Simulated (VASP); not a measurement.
# Tl (Fd-3m) in VASP: further runs

Runs on Tl. Level: BLYP. Tasks: single point.

Everything below comes from runs of VASP 6.6.1. Logs are shortened: lines on timing, memory, paths and dates and some standing lists are left out, and cuts for length are marked.

## (1) The cell of the first run

Symmetry: Fd-3m, No. 227, cubic system. The conventional cell has a = 7.503 Å, b = 7.503 Å, c = 7.503 Å, α = 90.00°, β = 90.00°, γ = 90.00°. Tl (site symmetry -43m) has 4 Tl at 3.25 Å within 4.3 Å.

This isn't the form of Tl at room conditions, which is hcp.

## (2) Single point, BLYP (52.79 Å³/atom)

INCAR

```
SYSTEM = Tl
PREC     = Accurate       ! precision mode
ENCUT    = 520            ! plane-wave cutoff, eV
EDIFF    = 1E-6           ! SCF threshold, eV
ISMEAR   = -1             ! smearing method
SIGMA    = 0.1            ! smearing width, eV
LREAL    = .FALSE.        ! projectors in reciprocal space
LASPH    = .TRUE.         ! aspherical terms in the spheres
NELM     = 80             ! most SCF steps
ALGO     = Normal         ! electronic algorithm
ISIF     = 2              ! what is computed and relaxed
LWAVE    = .FALSE.        ! write WAVECAR
LCHARG   = .TRUE.         ! write CHGCAR
GGA      = B5             ! functional
ALDAX    = 1.0          
AGGAX    = 1.0          
AGGAC    = 1.0          
ALDAC    = 0.0          
LELF     = .TRUE.         ! ELF
LVHAR    = .TRUE.       
NBANDS   = 20             ! bands
```

KPOINTS

```
Automatic mesh
0
G
  8 8 8
  0 0 0
```

POSCAR

```
Tl
1.0
    0.0000000000      3.7513777970      3.7513777970
    3.7513777970      0.0000000000      3.7513777970
    3.7513777970      3.7513777970      0.0000000000
Tl
2
Direct
    0.1250000000      0.1250000000      0.1250000000
    0.8750000000      0.8750000000      0.8750000000
```

Potentials or basis: VASP PAW PBE potentials, release 64 (Tl_d).

Started as:

```sh
$ cat potpaw_PBE.64/Tl_d/POTCAR > POTCAR
$ mpirun -np 1 vasp_std > vasp.out
```

OUTCAR:

```text
SYSTEM = Tl
   PREC = Accurate
   ENCUT = 520
   EDIFF = 1E-6
   ISMEAR = -1
   LREAL = .FALSE.
   LASPH = .TRUE.
   NELM = 80
   ISIF = 2
   GGA = B5

 ion  position               nearest neighbor table
   1  0.125  0.125  0.125-   2 3.25   2 3.25   2 3.25   2 3.25
   2  0.875  0.875  0.875-   1 3.25   1 3.25   1 3.25   1 3.25

  LATTYP: Found a face centered cubic cell.
 ALAT       =     7.5027555940

  Lattice vectors:

 A1 = (   0.0000000000,   3.7513777970,   3.7513777970)
 A2 = (   3.7513777970,   0.0000000000,   3.7513777970)
 A3 = (   3.7513777970,   3.7513777970,   0.0000000000)

Analysis of symmetry for initial positions (statically):
=====================================================================
 Subroutine PRICEL returns:
 Original cell was already a primitive cell.

 Routine SETGRP: Setting up the symmetry group for a
 face centered cubic supercell.

 Subroutine GETGRP returns: Found 48 space group operations
 (whereof 12 operations were pure point group operations)
 out of a pool of 48 trial point group operations.

The static configuration has the point symmetry D_3d.
 The point group associated with its full space group is O_h .

Analysis of symmetry for dynamics (positions and initial velocities):
=====================================================================
 Subroutine PRICEL returns:
 Original cell was already a primitive cell.

 Routine SETGRP: Setting up the symmetry group for a
 face centered cubic supercell.

 Subroutine GETGRP returns: Found 48 space group operations
 (whereof 12 operations were pure point group operations)
 out of a pool of 48 trial point group operations.

The dynamic configuration has the point symmetry D_3d.
 The point group associated with its full space group is O_h .

 Subroutine INISYM returns: Found 48 space group operations
 (whereof 12 operations are pure point group operations),
 and found     1 'primitive' translations

----------------------------------------------------------------------------------------

                                     Primitive cell

  volume of cell :     105.5850

  direct lattice vectors                    reciprocal lattice vectors
     0.000000000  3.751377797  3.751377797    -0.133284363  0.133284363  0.133284363
     3.751377797  0.000000000  3.751377797     0.133284363 -0.133284363  0.133284363
     3.751377797  3.751377797  0.000000000     0.133284363  0.133284363 -0.133284363

  length of vectors
     5.305249358  5.305249358  5.305249358     0.230855289  0.230855289  0.230855289

  position of ions in fractional coordinates (direct lattice)
     0.125000000  0.125000000  0.125000000
     0.875000000  0.875000000  0.875000000

  ion indices of the primitive-cell ions
   primitive index   ion index
                 1           1
                 2           2

----------------------------------------------------------------------------------------

 KPOINTS: Automatic mesh

Automatic generation of k-mesh.
 Grid dimensions read from file:
 generate k-points for:    8    8    8

 Generating k-lattice:

  Cartesian coordinates                     Fractional coordinates (reciprocal lattice)
    -0.016660545  0.016660545  0.016660545     0.125000000  0.000000000  0.000000000
     0.016660545 -0.016660545  0.016660545     0.000000000  0.125000000  0.000000000
     0.016660545  0.016660545 -0.016660545     0.000000000  0.000000000  0.125000000

  Length of vectors
     0.028856911  0.028856911  0.028856911

  Shift w.r.t. Gamma in fractional coordinates (k-lattice)
     0.000000000  0.000000000  0.000000000

 Subroutine IBZKPT returns following result:
 ===========================================

 Found     29 irreducible k-points:

 Following reciprocal coordinates:
            Coordinates               Weight
  0.000000  0.000000  0.000000      1.000000
  0.125000  0.000000  0.000000      8.000000
  0.250000  0.000000  0.000000      8.000000
  0.375000  0.000000  0.000000      8.000000
  0.500000  0.000000  0.000000      4.000000
  0.125000  0.125000  0.000000      6.000000
[... 16 lines left out ...]
  0.500000  0.250000  0.125000     48.000000
 -0.375000  0.250000  0.125000     24.000000
 [... further k-points ...]
   k-points           NKPTS =     29   k-points in BZ     NKDIM =     29   number of bands    NBANDS=     20
   number of dos      NEDOS =    301   number of ions     NIONS =      2
   total plane-waves  NPLWV =  64000
   dimension x,y,z NGX =    40 NGY =   40 NGZ =   40
   dimension x,y,z NGXF=    80 NGYF=   80 NGZF=   80
   ions per type =               2
   NGX,Y,Z   is equivalent  to a cutoff of  12.53, 12.53, 12.53 a.u.
   NGXF,Y,Z  is equivalent  to a cutoff of  25.07, 25.07, 25.07 a.u.
 SYSTEM =  Tl
   PREC   = accura    normal or accurate (medium, high low for compatibility)
   ISTART =      0    job   : 0-new  1-cont  2-samecut
   ICHARG =      2    charge: 1-file 2-atom 10-const
   ISPIN  =      1    spin polarized calculation?
   LNONCOLLINEAR =      F non collinear calculations
   LSORBIT =      F    spin-orbit coupling
   LASPH  =      T    aspherical Exc in radial PAW
   ENCUT  =  520.0 eV  38.22 Ry    6.18 a.u.   9.86  9.86  9.86*2*pi/ulx,y,z
   NELM   =     80;   NELMIN=  2; NELMDL= -5     # of ELM steps
   EDIFF  = 0.1E-05   stopping-criterion for ELM
   LREAL  =      F    real-space projection
   EDIFFG = 0.1E-04   stopping-criterion for IOM
   NSW    =      0    number of steps for IOM
   IBRION =     -1    ionic relax: 0-MD 1-quasi-New 2-CG
   NFREE  =      0    steps in history (QN), initial steepest desc. (CG)
   ISIF   =      2    stress and relaxation
   ISYM   =      2    0-nonsym 1-usesym 2-fastsym
   POTIM  = 0.5000    time-step for ionic-motion
   TEBEG  =    0.0;   TEEND  =   0.0 temperature during run
   PSTRESS=    0.0 pullay stress
   NELECT =      26.0000    total number of electrons
   NUPDOWN=      -1.0000    fix difference up-down
   EMIN   =  10.00;   EMAX   =-10.00  energy-range for DOS
   EFERMI =   0.00;   METHOD = LEGACY
   ISMEAR =    -1;   SIGMA  =   0.10  broadening in eV -4-tet -1-fermi 0-gaus
   EFERMI_NEDOS =   21; number of points for ismear=-14 and -15
   IALGO  =     38    algorithm
   IMIX   =      4    mixing-type and parameters
     AMIX     =   0.40;   BMIX     =  1.00
     AMIX_MAG =   1.60;   BMIX_MAG =  1.00
  volume/ion in A,a.u.               =      52.79       356.26
  Fermi-wavevector in a.u.,A,eV,Ry     =   1.026121  1.939087 14.325898  1.052924
  Thomas-Fermi vector in A             =   2.159997
   LORBIT       =      0    0 simple, 1 ext, 2 COOP (PROOUT), +10 PAW based schemes
   GGA     = B5    functional components
   LHFCALC =     F    Hartree Fock is set to
   AEXX    =    0.0000 exact exchange contribution
   IVDW    =     0    specifies the selected vdW correction
   LEPSILON=     F    determine dielectric tensor
   LRPA    =     F    only Hartree local field effects (RPA)
 non-spin polarized calculation
  energy-cutoff  :      520.00
  volume of cell :      105.59
 maximum number of plane-waves:      2874
   NGX = 19   NGY = 19   NGZ = 19

 number of electron      26.0000007 magnetization

 Free energy of the ion-electron system (eV)
  ---------------------------------------------------
  ext. energy  EPLUGINS =         0.00000000
  ---------------------------------------------------
  free energy    TOTEN  =        -3.01813223 eV

  energy without entropy =       -2.94169270  energy(sigma->0) =       -2.97991246

 E-fermi :   2.2164     XC(G=0):  -6.7184

 val. band max:        2.1575252997   @ k =   0.3750   0.2500   0.1250
 cond. band min:       2.2179757254   @ k =  -0.2500   0.1250   0.0000
 fundamental gap:      0.0604504257
 Fermi energy:         2.2164071203

 k-point     1 :       0.0000    0.0000    0.0000
  band No.  band energies     occupation
      1      -9.4866      2.00000
      2      -9.4866      2.00000
      3      -9.4866      2.00000
      4      -9.4329      2.00000
      5      -9.4329      2.00000
      6      -9.0872      2.00000
[... 12 lines left out ...]
     19       6.9604      0.00000
     20      10.4036      0.00000

 k-point     2 :       0.1250    0.0000    0.0000
  band No.  band energies     occupation
      1      -9.5001      2.00000
      2      -9.5001      2.00000
      3      -9.4847      2.00000
      4      -9.4139      2.00000
      5      -9.4139      2.00000
      6      -9.1046      2.00000
[... 12 lines left out ...]
     19       7.7259      0.00000
     20       9.8549      0.00000

 k-point     3 :       0.2500    0.0000    0.0000
  band No.  band energies     occupation
      1      -9.5160      2.00000
      2      -9.5160      2.00000
      3      -9.4799      2.00000
      4      -9.3860      2.00000
      5      -9.3860      2.00000
      6      -9.1262      2.00000
[... 12 lines left out ...]
     19       8.4924      0.00000
     20       9.6951      0.00000

 k-point     4 :       0.3750    0.0000    0.0000
  band No.  band energies     occupation
      1      -9.5235      2.00000
      2      -9.5235      2.00000
      3      -9.4748      2.00000
      4      -9.3696      2.00000
      5      -9.3696      2.00000
      6      -9.1373      2.00000
[... 12 lines left out ...]
     19       8.3322      0.00000
     20      10.1931      0.00000

 k-point     5 :       0.5000    0.0000    0.0000
  band No.  band energies     occupation
      1      -9.5252      2.00000
      2      -9.5252      2.00000
      3      -9.4726      2.00000
      4      -9.3654      2.00000
      5      -9.3654      2.00000
      6      -9.1459      2.00000
[... 12 lines left out ...]
     19       9.2375      0.00000
     20      10.3083      0.00000
[... 353 lines left out ...]
      6      -9.2425      2.00000
[... 12 lines left out ...]
     19      10.3432      0.00000
     20      10.3432      0.00000

 k-point    22 :       0.3750    0.2500    0.1250
  band No.  band energies     occupation
      1      -9.5332      2.00000
      2      -9.5279      2.00000
      3      -9.4695      2.00000
      4      -9.3739      2.00000
      5      -9.3279      2.00000
      6      -9.2220      2.00000
[... 12 lines left out ...]
     19       9.0763      0.00000
     20       9.6959      0.00000

 k-point    23 :       0.5000    0.2500    0.1250
  band No.  band energies     occupation
      1      -9.5510      2.00000
      2      -9.5386      2.00000
      3      -9.4396      2.00000
      4      -9.3497      2.00000
      5      -9.3075      2.00000
      6      -9.2381      2.00000
[... 12 lines left out ...]
     19       9.7872      0.00000
     20       9.8657      0.00000

 k-point    24 :      -0.3750    0.2500    0.1250
  band No.  band energies     occupation
      1      -9.5593      2.00000
      2      -9.5405      2.00000
      3      -9.4259      2.00000
      4      -9.3319      2.00000
      5      -9.3104      2.00000
      6      -9.2341      2.00000
[... 12 lines left out ...]
     19       9.3115      0.00000
     20      10.2261      0.00000

 [... further k-points ...]
[... 5 lines left out ...]
  --------------------------------------------------------------------------------------
  -------------------------------------------------------------------------------------
  Total       -0.2354716     -0.2354716     -0.2354716      0.0000000     -0.0000000     -0.0000000
  in kB       -3.5731130     -3.5731130     -3.5731130      0.0000000     -0.0000000     -0.0000000
  external PRESSURE =      -3.5731130 kB  Pullay stress =       0.0000000 kB

 VOLUME and BASIS-vectors are now :
 -----------------------------------------------------------------------------
  energy-cutoff  :      520.00
  volume of cell :      105.59
      direct lattice vectors                 reciprocal lattice vectors
     0.000000000  3.751377797  3.751377797    -0.133284363  0.133284363  0.133284363
     3.751377797  0.000000000  3.751377797     0.133284363 -0.133284363  0.133284363
     3.751377797  3.751377797  0.000000000     0.133284363  0.133284363 -0.133284363

 POSITION                                       TOTAL-FORCE (eV/Angst)
 -----------------------------------------------------------------------------------
      0.93784      0.93784      0.93784         0.000000     -0.000000     -0.000000
      6.56491      6.56491      6.56491        -0.000000      0.000000      0.000000
 -----------------------------------------------------------------------------------
    total drift:                                0.000000      0.000000     -0.000000

  FREE ENERGIE OF THE ION-ELECTRON SYSTEM (eV)
  ---------------------------------------------------
  free  energy   TOTEN  =        -3.0181322325 eV

  energy  without entropy=       -2.9416926960  energy(sigma->0) =       -2.97991246
```

It took 40 s on 1 thread of AMD EPYC 9R45 (Zen 5), shared host; peak memory 0.22 GiB.

Results:

* Free energy: -3.0181 eV
* Pressure: -0.4 GPa
* Band gap on the k mesh: zero (bands 13 and 14 overlap by 2.37 eV)

Caveat: the PAW data sets were made with another functional, which shifts forces and pressure a little; spin-orbit coupling is left out, which moves the levels of the heavy elements.

(Continued in part 2 of 2.)

The gap in the log of VASP goes by the Fermi energy; the results here count the filled bands.